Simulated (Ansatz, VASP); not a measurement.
**Nb2Te in VASP and in Ansatz**

Contents of INCAR:

```
  ALGO = Fast
  EDIFF = 1E-6
  EDIFFG = -0.01
  ENCUT = 600
  GGA = PE
  IBRION = 2
  ISIF = 3
  ISMEAR = 0
  LASPH = True
  LCHARG = False
  LREAL = False
  LWAVE = False
  NELM = 80
  NSW = 100
  PREC = Accurate
  SIGMA = 0.1
```

File KPOINTS:

```
k-points
0
Gamma
  18 18 8
```

Contents of POSCAR:

```
Nb2Te
1.0
    3.2512927623      0.0000000000      0.0000000000
   -1.6256463812      2.8157021273      0.0000000000
    0.0000000000      0.0000000000      6.8806170748
Nb Te
2 1
Direct
    0.6666666667      0.3333333333      0.6913475413
    0.6666666667      0.3333333333      0.3086524587
    0.0000000000      0.0000000000      0.0000000000
```

Input for Ansatz:

```yaml
crystal:
  lattice:
    - [3.2512927623, 0.0, 0.0]
    - [-1.6256463812, 2.8157021273, 0.0]
    - [0.0, 0.0, 6.8806170748]
  atoms:
    - { symbol: Nb, position: [0.6666666667, 0.3333333333, 0.6913475413] }
    - { symbol: Nb, position: [0.6666666667, 0.3333333333, 0.3086524587] }
    - { symbol: Te, position: [0.0, 0.0, 0.0] }
basis:
  ecutwfc: 420
kpoints:
  mp_grid: { grid: [18, 18, 8] }
hamiltonian:
  xc: pbe
scf:
  occupations: { method: gaussian, width: 0.1 }
output:
  forces: true
  stress: true
  eigenvalues: true
relax:
  adjacent_minimum: "off"
  f_tol: 0.01
  max_steps: 80
  cell: { stress_tol: 0.05 }
```

Alike in both runs: task relaxation of cell and atoms; functional PBE; k mesh 18 × 18 × 8; occupations gaussian, width 0.1 eV; no spin polarisation.

|  | VASP | Ansatz |
| --- | --- | --- |
| version | VASP 6.6.1 | Ansatz 0.2.0 |
| potentials or method | VASP PAW PBE potentials, release 64 (Nb_sv, Te), cutoff 600 eV | scalar-relativistic, plane waves, PAW |
| valence electrons in the cell | 32 | 42 |

```tsv
	VASP	Ansatz	Ansatz less VASP
gap on the k mesh at the Fermi level, each at its own relaxed structure (eV)	none	none	-
relaxed volume (Å³/atom)	20.99	21.01	+0.023
relaxed cell length with the largest relative difference (Å)	6.881	6.886	+0.0055
```

A gap of «none» marks a metal or a gap that the smearing closes. VASP's potentials hold 32 valence electrons a cell and Ansatz's 42, so a difference there can come from the potentials and not from the codes.

Spin-orbit coupling is off throughout.
